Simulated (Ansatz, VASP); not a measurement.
CdO2 in VASP and in Ansatz

```xyz
12
Lattice="5.3133 0.0000 0.0000 0.0000 5.3133 0.0000 0.0000 0.0000 5.3133" Properties=species:S:1:pos:R:3 pbc="T T T"
Cd    2.6566    0.0000    0.0000
Cd    0.0000    0.0000    2.6566
Cd    0.0000    2.6566    0.0000
Cd    2.6566    2.6566    2.6566
O     0.4290    2.2277    3.0856
O     2.2277    3.0856    0.4290
O     3.0856    0.4290    2.2277
O     4.8843    4.8843    4.8843
O     0.4290    0.4290    0.4290
O     2.2277    4.8843    3.0856
O     3.0856    2.2277    4.8843
O     4.8843    3.0856    2.2277
```

Alike in both runs: functional r2SCAN; k mesh 6 × 6 × 6; occupations gaussian, width 0.02 eV; no spin polarisation.

Ansatz relaxed the structure, and its values are those at the end. VASP's run is a single point on that final structure, the one shown.

|  | VASP | Ansatz |
| --- | --- | --- |
| version | VASP 6.6.1 | Ansatz 0.2.0 |
| potentials or method | VASP PAW PBE potentials, release 64 (Cd_sv_GW, O), cutoff 660 eV | scalar-relativistic, plane waves, PAW |
| valence electrons in the cell | 128 | 128 |

```csv
,VASP,Ansatz,Ansatz less VASP
gap on the k mesh at the Fermi level (eV),1.92,1.91,-0.004
least direct gap on the mesh (eV),1.96,1.95,-0.008
pressure (GPa),0.0,0.0,-0.04
rms of the force components (eV/Å),0.114,0.002,-0.1118
```

VASP's potentials were made for PBE, not for r2SCAN. With one functional, cell and mesh, what is left measures potentials, basis and numerics.
